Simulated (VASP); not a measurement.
Write the native input for VASP 6.6.1 that does the following.

```yaml
Task: relaxation of cell and atoms
Functional: PBEsol
Potentials_or_basis: VASP PAW PBE potentials, release 64 (Sr_sv, Ti_sv, O)
Cutoff: 600 eV
k_mesh: 8 × 8 × 8
Occupations: gaussian, width 0.02 eV
Spin: no spin polarisation
Dipole_correction: no
Further_INCAR_settings: ALGO = Normal; EDIFF = 1e-06; IBRION = 2; EDIFFG = -0.005; NSW = 100; ISIF = 3
```

The structure of SrTiO3 lies in POSCAR:

```
SrTiO3
1.0
    3.9127013100      0.0000000000      0.0000000000
    0.0000000000      3.9127013100      0.0000000000
    0.0000000000      0.0000000000      3.9127013100
Sr Ti O
1 1 3
Direct
    0.0000000000      0.0000000000      0.0000000000
    0.5000000000      0.5000000000      0.5000000000
    0.5000000000      0.0000000000      0.5000000000
    0.5000000000      0.5000000000      0.0000000000
    0.0000000000      0.5000000000      0.5000000000
```

These files were run (other wordings do the same):

INCAR

```
SYSTEM = SrTiO3
PREC = Accurate
ENCUT = 600
EDIFF = 1E-6
ISMEAR = 0
SIGMA = 0.02
LREAL = .False.
LASPH = .True.
NELM = 100
ALGO = Normal
ISIF = 3
LWAVE = .False.
LCHARG = .False.
GGA = PS
IBRION = 2
NSW = 100
EDIFFG = -0.005
```

KPOINTS

```
regular mesh
0
Gamma
  8 8 8
  0 0 0
```

Potentials or basis: VASP PAW PBE potentials, release 64 (Sr_sv, Ti_sv, O).

Launch:

```bash
$ cat potpaw_PBE.64/Sr_sv/POTCAR potpaw_PBE.64/Ti_sv/POTCAR potpaw_PBE.64/O/POTCAR > POTCAR
$ mpirun -np 1 vasp_std > vasp.out
```

It gave:

```json
{"Relaxed volume": "11.82 Å³/atom", "Relaxed cell": "a = 3.895 Å, b = 3.895 Å, c = 3.895 Å, α = 90.00°, β = 90.00°, γ = 90.00°", "Space group after relaxing (to 0.05 Å)": "Pm-3m (No. 221)", "Energy gained by relaxing": "1.3 meV/atom", "Ionic steps": "3", "Pressure after relaxing": "0.0 GPa", "Band gap on the k mesh": "1.82 eV, indirect (least direct gap 2.17 eV)"}
```

Caveat: the PAW data sets were made with another functional, which shifts forces and pressure a little.

It used 290 s of CPU time on 1 thread of AMD EPYC 7R13 Processor (Zen 3) (shared host).
